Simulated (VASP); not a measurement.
Here is a VASP 6.6.1 calculation.

File INCAR:

```
PREC     = Accurate       # precision mode
ENCUT    = 520            # plane-wave cutoff, eV
EDIFF    = 1E-6           # SCF threshold, eV
ISMEAR   = 1              # smearing method
SIGMA    = 0.01           # smearing width, eV
LREAL    = False          # projectors in reciprocal space
LASPH    = True           # aspherical terms in the spheres
NELM     = 150            # most SCF steps
ALGO     = Normal         # electronic algorithm
ISIF     = 2              # what is computed and relaxed
LWAVE    = False          # write WAVECAR
LCHARG   = True           # write CHGCAR
ISPIN    = 2              # spin polarisation
MAGMOM   = 3 3 0 0        # initial moments
LORBIT   = 11             # projections on sites
LMAXMIX  = 6              # l up to which the mixer works
LDAU     = True           # DFT+U
LDAUTYPE = 2            
LDAUL    = 3 -1           # shell
LDAUU    = 2 0            # U, eV
LDAUJ    = 0 0          
LDAUPRINT= 1            
GGA      = PE             # functional
LELF     = True           # ELF
LVHAR    = True         
NBANDS   = 30             # bands
```

KPOINTS

```
regular mesh
0
Gamma
  10 10 6
```

POSCAR

```
NdC
1.0
    3.6584825167      0.0000000000      0.0000000000
   -1.8292412583      3.1683387988      0.0000000000
    0.0000000000      0.0000000000      6.4759284960
Nd C
2 2
Direct
    0.0000000000      0.0000000000      0.0000000000
    0.0000000000      0.0000000000      0.5000000000
    0.3333333333      0.6666666667      0.2500000000
    0.6666666667      0.3333333333      0.7500000000
```

Potentials or basis: VASP PAW PBE potentials, release 64 (Nd, C).

Command:

```bash
$ cat potpaw_PBE.64/Nd/POTCAR potpaw_PBE.64/C/POTCAR > POTCAR
$ mpirun -np 1 vasp_std > vasp.out
```

Q: What does it give for the net moment?

A: 5.52 μB per cell.

Q: Predict the site moments.

A: Nd +2.79; C -0.15 μB.

Q: Predict the pressure.

A: -2.8 GPa.

Stress tensor (GPa, compression positive):
```
-3.10  0.00  0.00
 0.00 -3.10  0.00
 0.00  0.00 -2.33
```

Caveat: the magnetic or orbital state may not be the lowest. The state reached can hang on the start; a lower one may exist.
